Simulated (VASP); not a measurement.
# AlH4 (P4/mmm) in VASP: a series of runs

AlH4 is run at these levels: PBE; tasks: single point, relaxation of cell and atoms.

All numbers are computed with VASP 6.6.1; they aren't measurements. Logs are shortened: lines on timing, memory, paths and dates and some standing lists are left out, and cuts for length are marked.

**1. The cell of the first run**

The structure is tetragonal, space group P4/mmm (No. 123). The conventional cell has a = 2.573 Å, b = 2.573 Å, c = 6.561 Å, α = 90.00°, β = 90.00°, γ = 90.00°. Within 3.7 Å of Al (site symmetry 4/mmm) lie 8 Al at 2.57 to 3.64 Å and 8 H at 3.41 Å. Within 1.7 Å of H (site symmetry m2m) lie 4 H at 1.28 to 1.30 Å.

The cell was generated, and may not be a known phase.

**2. Single point, PBE**

The input, INCAR:

```
SYSTEM = AlH4
  PREC = Accurate
  ENCUT = 520
  EDIFF = 1E-6
  ISMEAR = 0
  SIGMA = 0.1
  LREAL = .FALSE.
  LASPH = .TRUE.
  NELM = 80
  ALGO = Normal
  ISIF = 2
  LWAVE = .FALSE.
  LCHARG = .TRUE.
  GGA = PE
  LELF = .TRUE.
  LVHAR = .TRUE.
  NBANDS = 12
```

The input, KPOINTS:

```
regular mesh
0
G
  6 6 4
  0 0 0
```

The input, POSCAR:

```
AlH4
1.0
    2.5729765200      0.0000000000      0.0000000000
    0.0000000000      2.5729765200      0.0000000000
    0.0000000000      0.0000000000      6.5608857273
Al H
1 4
Direct
    0.5000000000      0.5000000000      0.0000000000
    0.7517735247      0.7517735247      0.5000000000
    0.2482264753      0.2482264753      0.5000000000
    0.2482264753      0.7517735247      0.5000000000
    0.7517735247      0.2482264753      0.5000000000
```

Potentials or basis: VASP PAW PBE potentials, release 64 (Al, H).

Started as:

```
> cat potpaw_PBE.64/Al/POTCAR potpaw_PBE.64/H/POTCAR > POTCAR
> mpirun -np 1 vasp_std > vasp.out
```

OUTCAR:

```text
SYSTEM = AlH4
   PREC = Accurate
   ENCUT = 520
   EDIFF = 1E-6
   ISMEAR = 0
   LREAL = .FALSE.
   LASPH = .TRUE.
   NELM = 80
   ISIF = 2
   GGA = PE

 ion  position               nearest neighbor table
   1  0.500  0.500  0.000-
   2  0.752  0.752  0.500-
   3  0.248  0.248  0.500-
   4  0.248  0.752  0.500-
   5  0.752  0.248  0.500-

  LATTYP: Found a simple tetragonal cell.
 ALAT       =     2.5729765200
 C/A-ratio  =     2.5499205594

  Lattice vectors:

 A1 = (   2.5729765200,   0.0000000000,   0.0000000000)
 A2 = (   0.0000000000,   2.5729765200,   0.0000000000)
 A3 = (   0.0000000000,   0.0000000000,   6.5608857273)

Analysis of symmetry for initial positions (statically):
=====================================================================
 Subroutine PRICEL returns:
 Original cell was already a primitive cell.

 Routine SETGRP: Setting up the symmetry group for a
 simple tetragonal supercell.

 Subroutine GETGRP returns: Found 16 space group operations
 (whereof 16 operations were pure point group operations)
 out of a pool of 16 trial point group operations.

The static configuration has the point symmetry D_4h.

Analysis of symmetry for dynamics (positions and initial velocities):
=====================================================================
 Subroutine PRICEL returns:
 Original cell was already a primitive cell.

 Routine SETGRP: Setting up the symmetry group for a
 simple tetragonal supercell.

 Subroutine GETGRP returns: Found 16 space group operations
 (whereof 16 operations were pure point group operations)
 out of a pool of 16 trial point group operations.

The dynamic configuration has the point symmetry D_4h.

 Subroutine INISYM returns: Found 16 space group operations
 (whereof 16 operations are pure point group operations),
 and found     1 'primitive' translations

----------------------------------------------------------------------------------------

                                     Primitive cell

  volume of cell :      43.4344

  direct lattice vectors                    reciprocal lattice vectors
     2.572976520  0.000000000  0.000000000     0.388654926  0.000000000  0.000000000
     0.000000000  2.572976520  0.000000000     0.000000000  0.388654926  0.000000000
     0.000000000  0.000000000  6.560885727     0.000000000  0.000000000  0.152418445

  length of vectors
     2.572976520  2.572976520  6.560885727     0.388654926  0.388654926  0.152418445

  position of ions in fractional coordinates (direct lattice)
     0.500000000  0.500000000  0.000000000
     0.751773525  0.751773525  0.500000000
     0.248226475  0.248226475  0.500000000
     0.248226475  0.751773525  0.500000000
     0.751773525  0.248226475  0.500000000

  ion indices of the primitive-cell ions
   primitive index   ion index
                 1           1
                 2           2
                 3           3
                 4           4
                 5           5

----------------------------------------------------------------------------------------

 KPOINTS: regular mesh

Automatic generation of k-mesh.
 Grid dimensions read from file:
 generate k-points for:    6    6    4

 Generating k-lattice:

  Cartesian coordinates                     Fractional coordinates (reciprocal lattice)
     0.064775821  0.000000000  0.000000000     0.166666667  0.000000000  0.000000000
     0.000000000  0.064775821  0.000000000     0.000000000  0.166666667  0.000000000
     0.000000000  0.000000000  0.038104611     0.000000000  0.000000000  0.250000000

  Length of vectors
     0.064775821  0.064775821  0.038104611

  Shift w.r.t. Gamma in fractional coordinates (k-lattice)
     0.000000000  0.000000000  0.000000000

 Subroutine IBZKPT returns following result:
 ===========================================

 Found     30 irreducible k-points:

 Following reciprocal coordinates:
            Coordinates               Weight
  0.000000  0.000000  0.000000      1.000000
  0.166667  0.000000  0.000000      4.000000
  0.333333  0.000000  0.000000      4.000000
  0.500000  0.000000  0.000000      2.000000
  0.166667  0.166667  0.000000      4.000000
  0.333333  0.166667  0.000000      8.000000
[... 16 lines left out ...]
  0.333333  0.000000  0.500000      4.000000
  0.500000  0.000000  0.500000      2.000000
 [... further k-points ...]
   k-points           NKPTS =     30   k-points in BZ     NKDIM =     30   number of bands    NBANDS=     12
   number of dos      NEDOS =    301   number of ions     NIONS =      5
   total plane-waves  NPLWV =  20000
   dimension x,y,z NGX =    20 NGY =   20 NGZ =   50
   dimension x,y,z NGXF=    40 NGYF=   40 NGZF=  100
   ions per type =               1   4
   NGX,Y,Z   is equivalent  to a cutoff of  12.92, 12.92, 12.67 a.u.
   NGXF,Y,Z  is equivalent  to a cutoff of  25.84, 25.84, 25.34 a.u.
 SYSTEM =  AlH4
   PREC   = accura    normal or accurate (medium, high low for compatibility)
   ISTART =      0    job   : 0-new  1-cont  2-samecut
   ICHARG =      2    charge: 1-file 2-atom 10-const
   ISPIN  =      1    spin polarized calculation?
   LNONCOLLINEAR =      F non collinear calculations
   LSORBIT =      F    spin-orbit coupling
   LASPH  =      T    aspherical Exc in radial PAW
   ENCUT  =  520.0 eV  38.22 Ry    6.18 a.u.   4.78  4.78 12.20*2*pi/ulx,y,z
   NELM   =     80;   NELMIN=  2; NELMDL= -5     # of ELM steps
   EDIFF  = 0.1E-05   stopping-criterion for ELM
   LREAL  =      F    real-space projection
[... 7 lines left out ...]
   TEBEG  =    0.0;   TEEND  =   0.0 temperature during run
   PSTRESS=    0.0 pullay stress
   NELECT =       7.0000    total number of electrons
   NUPDOWN=      -1.0000    fix difference up-down
   EMIN   =  10.00;   EMAX   =-10.00  energy-range for DOS
   EFERMI =   0.00;   METHOD = LEGACY
   ISMEAR =     0;   SIGMA  =   0.10  broadening in eV -4-tet -1-fermi 0-gaus
   EFERMI_NEDOS =   21; number of points for ismear=-14 and -15
   IALGO  =     38    algorithm
   IMIX   =      4    mixing-type and parameters
     AMIX     =   0.40;   BMIX     =  1.00
     AMIX_MAG =   1.60;   BMIX_MAG =  1.00
  volume/ion in A,a.u.               =       8.69        58.62
  Fermi-wavevector in a.u.,A,eV,Ry     =   0.890901  1.683559 10.799008  0.793705
  Thomas-Fermi vector in A             =   2.012652
   LORBIT       =      0    0 simple, 1 ext, 2 COOP (PROOUT), +10 PAW based schemes
   GGA     = PE    functional components
   LHFCALC =     F    Hartree Fock is set to
   AEXX    =    0.0000 exact exchange contribution
   IVDW    =     0    specifies the selected vdW correction
   LEPSILON=     F    determine dielectric tensor
   LRPA    =     F    only Hartree local field effects (RPA)
 non-spin polarized calculation
 Gauss-broadening in eV      SIGMA  =   0.10
  energy-cutoff  :      520.00
  volume of cell :       43.43
 maximum number of plane-waves:      1198
 NGX is ok and might be reduce to    20
   NGX =  9   NGY =  9   NGZ = 25

 number of electron       7.0000001 magnetization

 Free energy of the ion-electron system (eV)
  ---------------------------------------------------
  ext. energy  EPLUGINS =         0.00000000
  ---------------------------------------------------
  free energy    TOTEN  =       -12.90546184 eV

  energy without entropy =      -12.89928238  energy(sigma->0) =      -12.90237211

 E-fermi :   2.9638     XC(G=0):  -8.5969

 val. band max:        2.9180562519   @ k =   0.3333   0.0000   0.2500
 cond. band min:       3.0477352821   @ k =   0.1667   0.0000   0.0000
 fundamental gap:      0.1296790302
 Fermi energy:         2.9638356138

 k-point     1 :       0.0000    0.0000    0.0000
  band No.  band energies     occupation
      1     -11.6191      2.00000
      2      -5.4590      2.00000
      3       0.0928      2.00000
      4       6.5825      0.00000
      5       6.5825      0.00000
      6       8.0128      0.00000
      7       8.0974      0.00000
      8      12.5426      0.00000
      9      15.2287      0.00000
     10      15.2287      0.00000
     11      15.7365      0.00000
     12      15.9397      0.00000

 k-point     2 :       0.1667    0.0000    0.0000
  band No.  band energies     occupation
      1     -11.0052      2.00000
      2      -4.8432      2.00000
      3       0.6936      2.00000
      4       3.0477      0.23542
      5       7.1765      0.00000
      6       8.2729      0.00000
      7       8.6044      0.00000
      8       9.2465      0.00000
      9      15.2974      0.00000
     10      15.7119      0.00000
     11      15.9963      0.00000
     12      16.9996      0.00000

 k-point     3 :       0.3333    0.0000    0.0000
  band No.  band energies     occupation
      1      -9.1693      2.00000
      2      -3.0194      2.00000
      3      -1.9620      2.00000
      4       2.4853      2.00000
      5       3.9387      0.00000
      6       8.9446      0.00000
      7       9.7057      0.00000
      8      10.5895      0.00000
      9      10.6118      0.00000
     10      15.7299      0.00000
     11      16.7419      0.00000
     12      17.1679      0.00000
[... 286 lines left out ...]
 k-point    23 :       0.3333    0.0000    0.5000
  band No.  band energies     occupation
      1      -9.1608      2.00000
      2      -3.1506      2.00000
      3      -1.9565      2.00000
      4       3.5272      0.00000
      5       3.8100      0.00000
      6       6.6227      0.00000
      7       8.9466      0.00000
      8      10.7996      0.00000
      9      13.7706      0.00000
     10      15.7307      0.00000
     11      16.7369      0.00000
     12      17.1201      0.00000

 k-point    24 :       0.5000    0.0000    0.5000
  band No.  band energies     occupation
      1      -6.1940      2.00000
      2      -6.0547      2.00000
      3      -0.2224      2.00000
      4      -0.1277      2.00000
      5       5.8274      0.00000
      6       7.3221      0.00000
      7       9.5473      0.00000
      8       9.7994      0.00000
      9      11.7475      0.00000
     10      11.9423      0.00000
     11      18.0722      0.00000
     12      19.5112      0.00000

 [... further k-points ...]
[... 5 lines left out ...]
  --------------------------------------------------------------------------------------
  -------------------------------------------------------------------------------------
  Total       -0.0030440     -0.0030440     -0.0415490      0.0000000      0.0000000      0.0000000
  in kB       -0.1122843     -0.1122843     -1.5326305      0.0000000      0.0000000      0.0000000
  external PRESSURE =      -0.5857331 kB  Pullay stress =       0.0000000 kB

 VOLUME and BASIS-vectors are now :
 -----------------------------------------------------------------------------
  energy-cutoff  :      520.00
  volume of cell :       43.43
      direct lattice vectors                 reciprocal lattice vectors
     2.572976520  0.000000000  0.000000000     0.388654926  0.000000000  0.000000000
     0.000000000  2.572976520  0.000000000     0.000000000  0.388654926  0.000000000
     0.000000000  0.000000000  6.560885727     0.000000000  0.000000000  0.152418445

 POSITION                                       TOTAL-FORCE (eV/Angst)
 -----------------------------------------------------------------------------------
      1.28649      1.28649      0.00000         0.000000      0.000000      0.000000
      1.93430      1.93430      3.28044        -0.003725     -0.003725     -0.000000
      0.63868      0.63868      3.28044         0.003725      0.003725      0.000000
      0.63868      1.93430      3.28044         0.003725     -0.003725     -0.000000
      1.93430      0.63868      3.28044        -0.003725      0.003725      0.000000
 -----------------------------------------------------------------------------------
    total drift:                               -0.000000      0.000000     -0.000000

  FREE ENERGIE OF THE ION-ELECTRON SYSTEM (eV)
  ---------------------------------------------------
  free  energy   TOTEN  =       -12.9054618419 eV

  energy  without entropy=      -12.8992823815  energy(sigma->0) =      -12.90237211
```

It took 7.3 s on 1 thread of Intel Xeon Platinum 8559C (Emerald Rapids), shared host; peak memory 0.15 GiB.

What came out:

| Quantity | Value |
| --- | --- |
| Free energy | -12.9055 eV |
| Pressure | -0.1 GPa |
| Largest force | 0.005 eV/Å |
| Band gap on the k mesh | zero (an odd number of electrons rules out a gap without spin polarisation) |

Forces in eV/Å, atoms in the order of the input:
```
Al   0.000  0.000  0.000
H   -0.004 -0.004  0.000
H    0.004  0.004  0.000
H    0.004 -0.004  0.000
H   -0.004  0.004  0.000
```

Levels at points of the mesh, in eV from the Fermi level:
| k point | band 1 | band 2 | band 3 | band 4 | band 5 | band 6 | band 7 | band 8 | band 9 |
| --- | --- | --- | --- | --- | --- | --- | --- | --- | --- |
| (0.00, 0.00, 0.00) | -14.58 | -8.42 | -2.87 | 3.62 | 3.62 | 5.05 | 5.13 | 9.58 | 12.26 |
| (0.50, 0.00, 0.00) | -9.16 | -9.03 | -3.09 | -2.94 | 1.97 | 3.23 | 8.78 | 8.98 | 10.00 |
| (0.50, 0.50, 0.00) | -3.77 | -3.63 | -3.63 | -3.49 | 1.10 | 1.10 | 3.32 | 3.97 | 6.70 |
| (0.00, 0.00, 0.50) | -14.57 | -8.56 | -1.77 | 1.09 | 3.62 | 3.62 | 9.61 | 11.56 | 12.09 |
| (0.50, 0.00, 0.50) | -9.16 | -9.02 | -3.19 | -3.09 | 2.86 | 4.36 | 6.58 | 6.84 | 8.78 |
| (0.50, 0.50, 0.50) | -3.77 | -3.62 | -3.62 | -3.48 | 1.02 | 1.02 | 3.22 | 3.70 | 7.43 |

Caveat: the k points lie up to 0.41 Å⁻¹ apart, too coarse for converged energies and pressures of a metal.

(Continued in part 2 of 3.)

The gap in the log of VASP goes by the Fermi energy; the results here count the filled bands.